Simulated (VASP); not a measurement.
Write the native input for VASP 6.6.1 that does the following.

| Property | Result |
| --- | --- |
| Task | electric field gradients |
| Functional | PBEsol |
| Potentials or basis | VASP PAW PBE potentials, release 64 (Te, Pb_d) |
| Cutoff | 520 eV |
| k mesh | 10 × 10 × 10 |
| Occupations | fermi-dirac, width 0.03 eV |
| Spin | no spin polarisation |
| Dipole correction | no |
| Further INCAR settings | ALGO = Normal; EDIFF = 1e-08; NBANDS = 17 |

The structure of TePb lies in POSCAR:

```
TePb
1.0
    0.0322700000      3.2431350000      3.2431350000
    3.2431350000      0.0322700000      3.2431350000
    3.2431350000      3.2431350000      0.0322700000
Te Pb
1 1
Direct
    0.5000000000      0.5000000000      0.5000000000
    0.0000000000      0.0000000000      0.0000000000
```

This cell differs from its parent crystal: equal xy, yz and zx shear strains of +1 %.

These files were run (other wordings do the same):

INCAR

```
  ALGO = Normal
  EDIFF = 1E-8
  ENCUT = 520
  GGA = PS
  ISIF = 2
  ISMEAR = -1
  LASPH = T
  LCHARG = F
  LEFG = T
  LREAL = F
  LWAVE = F
  NBANDS = 17
  NELM = 60
  PREC = Accurate
  SIGMA = 0.03
```

KPOINTS

```
k-points
0
Gamma
  10 10 10
```

Potentials or basis: VASP PAW PBE potentials, release 64 (Te, Pb_d).

Run with:

```sh
$ cat potpaw_PBE.64/Te/POTCAR potpaw_PBE.64/Pb_d/POTCAR > POTCAR
$ mpirun -np 1 vasp_std > vasp.out
```

It gave:

The pressure is -0.3 GPa and the band gap on the k mesh is 0.56 eV (least direct gap 0.65 eV). The largest electric field gradient by atom is Te +10.9; Pb -0.6 V/Å².

Caveat: the cell differs from its parent crystal (equal xy, yz and zx shear strains of +1 %); without QUAD_EFG the Cq values of the log hold for a quadrupole moment of 1 mb, not for the nuclei; the PAW data sets were made with another functional, which shifts forces and pressure a little; spin-orbit coupling is left out, which moves the levels of the heavy elements.

It took 2 min on 1 thread of Intel(R) Xeon(R) Platinum 8375C CPU @ 2.90GHz (Ice Lake) (shared host), peak memory 0.3 GiB.
